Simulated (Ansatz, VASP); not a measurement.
# W3C in VASP and in Ansatz

INCAR

```
ALGO = Normal
DIPOL = 0.5 0.5 0.353
EDIFF = 1E-6
ENCUT = 520
GGA = PE
IDIPOL = 3
ISIF = 2
ISMEAR = 0
LASPH = T
LCHARG = F
LDIPOL = T
LREAL = F
LWAVE = F
NBANDS = 31
NELM = 60
PREC = Accurate
SIGMA = 0.1
```

Contents of KPOINTS:

```
k-points
0
Gamma
  9 9 1
```

POSCAR

```
W3C
1.0
    2.8545944806      0.0000000000      0.0000000000
   -1.4272972403      2.4721513377      0.0000000000
    0.0000000000      0.0000000000     21.6971108210
W C
3 1
Direct
    0.6666666667      0.3333333333      0.1843563428
    0.3333333333      0.6666666667      0.2926027619
    0.0000000000      0.0000000000      0.4008418859
    0.6666666667     -0.6666666667      0.5358829070
```

Input for Ansatz:

```yaml
crystal:
  lattice:
    - [2.8545944806, 0.0, 0.0]
    - [-1.4272972403, 2.4721513377, 0.0]
    - [0.0, 0.0, 21.697110821]
  atoms:
    - { symbol: W, position: [0.6666666667, 0.3333333333, 0.1843563428] }
    - { symbol: W, position: [0.3333333333, 0.6666666667, 0.2926027619] }
    - { symbol: W, position: [0.0, 0.0, 0.4008418859] }
    - { symbol: C, position: [0.6666666667, -0.6666666667, 0.535882907] }
basis:
  ecutwfc: 420
kpoints:
  mp_grid: { grid: [9, 9, 1] }
hamiltonian:
  xc: pbe
scf:
  occupations: { method: gaussian, width: 0.1 }
output:
  forces: true
  eigenvalues: true
efield:
  axis: 3
  dipole_correction: true
  ramp_width: 0.04
```

Alike in both runs: task single point; functional PBE; k mesh 9 × 9 × 1; occupations gaussian, width 0.1 eV; no spin polarisation.

```csv
,VASP,Ansatz
version,VASP 6.6.1,Ansatz 0.2.0
potentials or method,"VASP PAW PBE potentials, release 64 (W_sv, C), cutoff 520 eV","scalar-relativistic, plane waves, PAW"
valence electrons in the cell,46,46
```

Ansatz gave:

```
gap on the k mesh at the Fermi level (eV) : none
rms of the force components (eV/Å)        : 0.639
```

Question: Which values does VASP return?

Answer: gap on the k mesh at the Fermi level (eV): none; rms of the force components (eV/Å): 0.644.

Atom by atom the forces differ by 0.010 eV/Å (rms over components). A gap of «none» marks a metal or a gap that the smearing closes.

Neither program's run includes spin-orbit coupling.
